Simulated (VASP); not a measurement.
Write the native input for VASP 6.6.1 that does the following.

- Task: single point
- Functional: PBE
- Potentials or basis: VASP PAW PBE potentials, release 64 (As, Se)
- Cutoff: 500 eV
- k mesh: 6 × 6 × 4
- Occupations: gaussian, width 0.2 eV
- Spin: no spin polarisation
- Dipole correction: no
- Further INCAR settings: ALGO = Normal; EDIFF = 1e-06; NBANDS = 15

The structure of As2Se lies in POSCAR:

```
As2Se
1.0
    3.9203770439      0.0000000031      0.0000000000
   -1.9601885247      3.3951461109      0.0000000000
    0.0000000000      0.0000000000      4.8094759993
As Se
2 1
Direct
    0.3333333333      0.6666666667      0.1474301217
    0.6666666667      0.3333333333      0.8525698783
    0.0000000000      0.0000000000      0.5000000000
```

The cell was built from a structure type or drawn by symmetry, and may not be a known phase.

One way to write it, as run:

INCAR

```
ALGO     = Normal         # electronic algorithm
EDIFF    = 1E-6           # SCF threshold, eV
ENCUT    = 500            # plane-wave cutoff, eV
GGA      = PE             # functional
GGA_COMPAT= False        
ISIF     = 2              # what is computed and relaxed
ISMEAR   = 0              # smearing method
LASPH    = True           # aspherical terms in the spheres
LCHARG   = False          # write CHGCAR
LREAL    = False          # projectors in reciprocal space
LWAVE    = False          # write WAVECAR
NBANDS   = 15             # bands
NELM     = 120            # most SCF steps
PREC     = Accurate       # precision mode
SIGMA    = 0.2            # smearing width, eV
```

KPOINTS

```
k-points
0
Gamma
  6 6 4
```

Potentials or basis: VASP PAW PBE potentials, release 64 (As, Se).

Launch:

```bash
$ cat potpaw_PBE.64/As/POTCAR potpaw_PBE.64/Se/POTCAR > POTCAR
$ mpirun -np 1 vasp_std > vasp.out
```

Results of the run:

- Pressure: -0.2 GPa
- Largest force: 0.046 eV/Å
- Band gap on the k mesh: zero (bands 8 and 9 overlap by 4.22 eV)

Run time: 36 s on 1 thread of Intel Xeon 8259CL, on a shared host, peak memory 0.18 GiB.
